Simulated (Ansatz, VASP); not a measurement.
**One calculation of Al3Cu2, two programs**

```
CELL_PARAMETERS angstrom
4.28302 0.00000 0.00000
-2.14151 3.70921 0.00000
0.00000 0.00000 4.98210
ATOMIC_POSITIONS crystal
Al 0.00000 0.00000 0.00000
Al 0.33333 0.66667 0.35151
Al 0.66667 0.33333 0.64849
Cu 0.33333 0.66667 0.84229
Cu 0.66667 0.33333 0.15771
```

Change from the starting cell: strain +0.0450 x Voigt [1, 1, 0, 0, 0, 0], atoms carried along.

Alike in both runs: task single point; functional PBEsol; k mesh 12 × 12 × 10; occupations gaussian, width 0.15 eV; no spin polarisation.

```csv
,VASP,Ansatz
version,VASP 6.6.1,Ansatz 0.2.0
potentials or method,"VASP PAW PBE potentials, release 64 (Al, Cu), cutoff 520 eV","scalar-relativistic, plane waves, PAW"
valence electrons in the cell,31,47
```

VASP gave:

| Property | Result |
| --- | --- |
| gap on the k mesh at the Fermi level (eV) | none |
| pressure (GPa) | -8.1 |
| traceless stress, the component that is largest in VASP (GPa) | 4.11 |
| rms of the force components (eV/Å) | 0.050 |

Task: What did Ansatz give for the same quantities?

Result: gap on the k mesh at the Fermi level (eV): none; pressure (GPa): -7.7; traceless stress, the component that is largest in VASP (GPa): 4.10; rms of the force components (eV/Å): 0.051.

VASP's potentials were made for PBE, not for PBEsol. Atom by atom the forces differ by 0.002 eV/Å (rms over components). A gap of «none» marks a metal or a gap that the smearing closes. With one functional, cell and mesh, what is left measures potentials, basis and numerics. VASP's potentials hold 31 valence electrons a cell and Ansatz's 47, so a difference there can come from the potentials and not from the codes.
